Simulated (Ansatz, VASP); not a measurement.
One calculation of BiAu, two programs

POSCAR

```
BiAu
1.0
    0.0000000000      3.2179398492      3.1860790586
    3.1860790586      0.0000000000      3.1860790586
    3.1860790586      3.2179398492      0.0000000000
Au Bi
1 1
Direct
    0.0000000000      0.0000000000      0.0000000000
    0.2500000000      0.2500000000      0.2500000000
```

Contents of INCAR.step1:

```
ALGO     = Normal         # electronic algorithm
EDIFF    = 1E-4           # SCF threshold, eV
ENCUT    = 520            # plane-wave cutoff, eV
GGA      = PE             # functional
ISMEAR   = 0              # smearing method
LASPH    = True           # aspherical terms in the spheres
LCHARG   = False          # write CHGCAR
LREAL    = False          # projectors in reciprocal space
LWAVE    = True           # write WAVECAR
NBANDS   = 20             # bands
NELM     = 80             # most SCF steps
PREC     = Accurate       # precision mode
SIGMA    = 0.05           # smearing width, eV
```

INCAR.step2

```
ALGO     = Normal         # electronic algorithm
EDIFF    = 1E-6           # SCF threshold, eV
ENCUT    = 520            # plane-wave cutoff, eV
ISIF     = 2              # what is computed and relaxed
ISMEAR   = 0              # smearing method
ISTART   = 1            
LASPH    = True           # aspherical terms in the spheres
LCHARG   = False          # write CHGCAR
LMIXTAU  = True         
LREAL    = False          # projectors in reciprocal space
LWAVE    = False          # write WAVECAR
METAGGA  = R2SCAN         # meta-GGA
NBANDS   = 20             # bands
NELM     = 80             # most SCF steps
PREC     = Accurate       # precision mode
SIGMA    = 0.05           # smearing width, eV
```

KPOINTS

```
k-points
0
Gamma
  10 10 10
```

Input for Ansatz:

```yaml
crystal:
  lattice:
    - [0.0, 3.2179398492, 3.1860790586]
    - [3.1860790586, 0.0, 3.1860790586]
    - [3.1860790586, 3.2179398492, 0.0]
  atoms:
    - { symbol: Au, position: [0.0, 0.0, 0.0] }
    - { symbol: Bi, position: [0.25, 0.25, 0.25] }
basis:
  ecutwfc: 500
  ecutrho_ratio: 4
kpoints:
  mp_grid: { grid: [10, 10, 10] }
hamiltonian:
  xc: r2scan
scf:
  occupations: { method: gaussian, width: 0.05 }
output:
  forces: true
  stress: true
  eigenvalues: true
```

Change from the starting cell: strain e2 = +0.01, atoms carried along.

Alike in both runs: task single point; functional r2SCAN; k mesh 10 × 10 × 10; occupations gaussian, width 0.05 eV; no spin polarisation.

```csv
,VASP,Ansatz
version,VASP 6.6.1,Ansatz 0.2.0
potentials or method,"VASP PAW PBE potentials, release 64 (Au, Bi_d), cutoff 520 eV","scalar-relativistic, plane waves, PAW"
valence electrons in the cell,26,34
```

```tsv
	VASP	Ansatz	Ansatz less VASP
gap on the k mesh at the Fermi level (eV)	none	none	-
pressure (GPa)	-0.5	-0.5	-0.03
```

VASP's potentials were made for PBE, not for r2SCAN. A gap of «none» marks a metal or a gap that the smearing closes. VASP's potentials hold 26 valence electrons a cell and Ansatz's 34, so a difference there can come from the potentials and not from the codes.

Spin-orbit coupling is off throughout.
